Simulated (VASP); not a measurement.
Here is a VASP 6.6.1 calculation.

The input POSCAR:

```
KI
1.0
    3.4750357461      3.4750357461      0.0000000000
   -3.4750357461      3.4750357461      0.0000000000
    0.0000000000      3.4750357461      3.5885063011
K I
1 1
Direct
    0.0000000000      0.0000000000      0.0000000000
    0.5000000000      0.5000000000      0.0000000000
```

Contents of INCAR.step1:

```
SYSTEM = KI
PREC     = Accurate       ! precision mode
ENCUT    = 520            ! plane-wave cutoff, eV
ISMEAR   = 0              ! smearing method
SIGMA    = 0.01           ! smearing width, eV
LREAL    = .FALSE.        ! projectors in reciprocal space
LASPH    = .TRUE.         ! aspherical terms in the spheres
NELM     = 80             ! most SCF steps
NBANDS   = 15             ! bands
GGA      = PE             ! functional
ALGO     = Normal         ! electronic algorithm
EDIFF    = 1E-4           ! SCF threshold, eV
LWAVE    = .TRUE.         ! write WAVECAR
LCHARG   = .FALSE.        ! write CHGCAR
```

INCAR.step2

```
SYSTEM = KI
PREC     = Accurate       ! precision mode
ENCUT    = 520            ! plane-wave cutoff, eV
EDIFF    = 1E-6           ! SCF threshold, eV
ISMEAR   = 0              ! smearing method
SIGMA    = 0.01           ! smearing width, eV
LREAL    = .FALSE.        ! projectors in reciprocal space
LASPH    = .TRUE.         ! aspherical terms in the spheres
NELM     = 80             ! most SCF steps
ALGO     = Normal         ! electronic algorithm
ISIF     = 2              ! what is computed and relaxed
LWAVE    = .FALSE.        ! write WAVECAR
LCHARG   = .FALSE.        ! write CHGCAR
METAGGA  = R2SCAN         ! meta-GGA
LMIXTAU  = .TRUE.       
NBANDS   = 15             ! bands
ISTART   = 1
```

File KPOINTS:

```
regular mesh
0
G
  6 6 6
  0 0 0
```

Potentials or basis: VASP PAW PBE potentials, release 64 (K_sv, I).

Launch:

```sh
$ cat potpaw_PBE.64/K_sv/POTCAR potpaw_PBE.64/I/POTCAR > POTCAR
$ cp INCAR.step1 INCAR
$ mpirun -np 1 vasp_std > vasp.out
$ cp INCAR.step2 INCAR
$ mpirun -np 1 vasp_std > vasp.out
```

Question: Predict the band gap on the k mesh.

Answer: 4.65 eV, direct.

Question: Predict the pressure.

Answer: 0.4 GPa.

Stress tensor (GPa, compression positive):
```
 0.75  0.00  0.00
 0.00  0.75  0.00
 0.00  0.00 -0.21
```

Caveat: the cell differs from its parent crystal (in-plane strain -0.02); the PAW data sets were made with another functional, which shifts forces and pressure a little; spin-orbit coupling is left out, which moves the levels of the heavy elements.
